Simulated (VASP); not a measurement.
The system is KZnF3.

```
K Zn F
1.0
     3.26034    1.88236    4.66595
    -3.26034    1.88236    4.66595
     0.00000   -3.76472    4.66595
K Zn F
2 2 6
Direct
  0.00000 0.00000 0.00000
  0.50000 0.50000 0.50000
  0.26552 0.26552 0.26552
  0.73448 0.73448 0.73448
  0.24923 0.65852 0.24923
  0.24923 0.24923 0.65852
  0.65852 0.24923 0.24923
  0.75077 0.34148 0.75077
  0.34148 0.75077 0.75077
  0.75077 0.75077 0.34148
```

The cell was generated, and may not be a known phase.

```yaml
Program: VASP 6.6.1
Task: relaxation of cell and atoms
Functional: PBE
Potentials_or_basis: VASP PAW PBE potentials, release 64 (K_sv, Zn, F)
Cutoff: 600 eV
k_mesh: 2 × 2 × 2
Occupations: gaussian, width 0.15 eV
Spin: no spin polarisation
```

At the start: pressure 6.3 GPa; volume 17.18 Å³/atom.

Q: Where does the relaxation end?

A: Over 26 steps the energy falls by 761.5 meV/atom and the volume is 26.43 Å³/atom (+53.8 %); space group R-3m (No. 166, to 0.1 Å) before and after.

Step by step:
| step | energy change (eV) | largest force (eV/Å) | pressure (GPa) | volume (Å³) |
| --- | --- | --- | --- | --- |
| 1 | 0.0000 | 4.1265 | 6.32 | 171.81 |
| 2 | -2.8932 | 4.3623 | 2.44 | 189.17 |
| 3 | -6.9314 | 0.9568 | -0.69 | 247.44 |
| 4 | -6.9369 | 0.9637 | -0.52 | 243.81 |
| 5 | -7.0330 | 1.4015 | 4.38 | 245.35 |
| 6 | -7.1873 | 0.5214 | 2.04 | 244.77 |
| 7 | -7.3731 | 0.1467 | 0.39 | 261.47 |
| 8 | -7.3817 | 0.1478 | -0.10 | 266.90 |
| 9 | -7.3820 | 0.1475 | -0.03 | 266.17 |
| 10 | -7.3949 | 0.1788 | -0.15 | 266.21 |
| 11 | -7.4195 | 0.3417 | -0.45 | 266.30 |
| 12 | -7.4068 | 0.6256 | -1.03 | 266.31 |
| 13 | -7.4257 | 0.4313 | -0.63 | 266.33 |
| 14 | -7.4290 | 0.4193 | -0.60 | 266.15 |
| 15 | -7.4382 | 0.3836 | -0.47 | 265.61 |
| 16 | -7.4539 | 0.3124 | -0.23 | 264.53 |
| 17 | -7.4743 | 0.2809 | 0.27 | 262.32 |
| 18 | -7.4683 | 0.3241 | 1.27 | 257.76 |
| 19 | -7.4808 | 0.2809 | 0.68 | 260.47 |
| 20 | -7.4966 | 0.2734 | 0.62 | 260.98 |
| 21 | -7.5375 | 0.2481 | 0.42 | 262.48 |
| 22 | -7.5805 | 0.1758 | -0.06 | 265.35 |
| 23 | -7.5813 | 0.1639 | -0.14 | 265.76 |
| 24 | -7.5992 | 0.1253 | -0.05 | 264.98 |
| 25 | -7.6110 | 0.1161 | 0.10 | 263.62 |
| 26 | -7.6145 | 0.0473 | -0.03 | 264.28 |

Final structure:
```
CELL_PARAMETERS angstrom
3.63697 2.09981 5.76768
-3.63697 2.09981 5.76768
0.00000 -4.19961 5.76768
ATOMIC_POSITIONS crystal
K 0.00000 0.00000 0.00000
K 0.50000 0.50000 0.50000
Zn 0.34041 0.34041 0.34041
Zn 0.65959 0.65959 0.65959
F 0.24424 0.65640 0.24424
F 0.24424 0.24424 0.65640
F 0.65640 0.24424 0.24424
F 0.75576 0.34360 0.75576
F 0.34360 0.75576 0.75576
F 0.75576 0.75576 0.34360
```

Caveat: the k points lie up to 0.53 Å⁻¹ apart in the final cell; the volume moved by over 15 % at a fixed basis, so the end points are rough; the relaxation stopped at a loose force limit of 0.08 eV/Å, so its end isn't a converged minimum.
